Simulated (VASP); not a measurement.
## Al2Pt: electric field gradients with LDA

The system is Al2Pt.

```
CELL_PARAMETERS angstrom
0.00000 2.89590 2.95500
2.89590 0.00000 2.95500
2.89590 2.89590 0.00000
ATOMIC_POSITIONS crystal
Al 0.25000 0.25000 0.25000
Al 0.75000 0.75000 0.75000
Pt 0.00000 0.00000 0.00000
```

This cell differs from its parent crystal: equal xx and yy strain of -2 %.

```yaml
Program: VASP 6.6.1
Task: electric field gradients
Functional: LDA
Potentials_or_basis: VASP PAW LDA potentials, release 64 (Al, Pt)
Cutoff: 520 eV
k_mesh: 12 × 12 × 12
Occupations: fermi-dirac, width 0.08 eV
Spin: no spin polarisation
Dipole_correction: no
Further_INCAR_settings: ALGO = Normal; EDIFF = 1e-08; NBANDS = 15
```

The pressure is 2.1 GPa and the band gap on the k mesh is zero (band 8 reaches 11.95 eV, above the bottom of band 9 at 6.57 eV).

Stress tensor (GPa, compression positive):
```
2.58 0.00 0.00
0.00 2.58 0.00
0.00 0.00 1.23
```

Levels at points of the mesh, in eV from the Fermi level:
| k point | band 4 | band 5 | band 6 | band 7 | band 8 | band 9 | band 10 | band 11 | band 12 | band 13 |
| --- | --- | --- | --- | --- | --- | --- | --- | --- | --- | --- |
| (0.00, 0.00, 0.00) | -5.29 | -3.95 | -3.86 | 3.11 | 3.74 | 3.89 | 3.89 | 5.51 | 5.51 | 5.82 |
| (0.50, 0.00, 0.00) | -4.97 | -3.90 | -3.68 | -3.65 | 0.92 | 1.08 | 3.77 | 5.20 | 5.34 | 5.74 |
| (0.50, 0.50, 0.00) | -4.01 | -4.01 | -3.64 | -3.36 | -1.61 | -1.61 | 3.48 | 3.51 | 8.10 | 10.99 |
| (0.50, 0.00, 0.50) | -4.04 | -3.93 | -3.56 | -3.36 | -1.81 | -1.65 | 3.28 | 3.37 | 8.09 | 10.74 |

Electric field gradients, principal values (V/Å²):
| atom | least | middle | greatest (by size) |
| --- | --- | --- | --- |
| 1 Al | -0.280 | -0.281 | 0.561 |
| 2 Al | -0.280 | -0.281 | 0.561 |
| 3 Pt | 14.826 | 14.827 | -29.653 |

Run time: 82 s on 1 thread of Intel Xeon 6975P-C (shared host), peak memory 0.25 GiB.

Caveat: the cell differs from its parent crystal (equal xx and yy strain of -2 %); without QUAD_EFG the Cq values of the log hold for a quadrupole moment of 1 mb, not for the nuclei; spin-orbit coupling is left out, which moves the levels of the heavy elements.
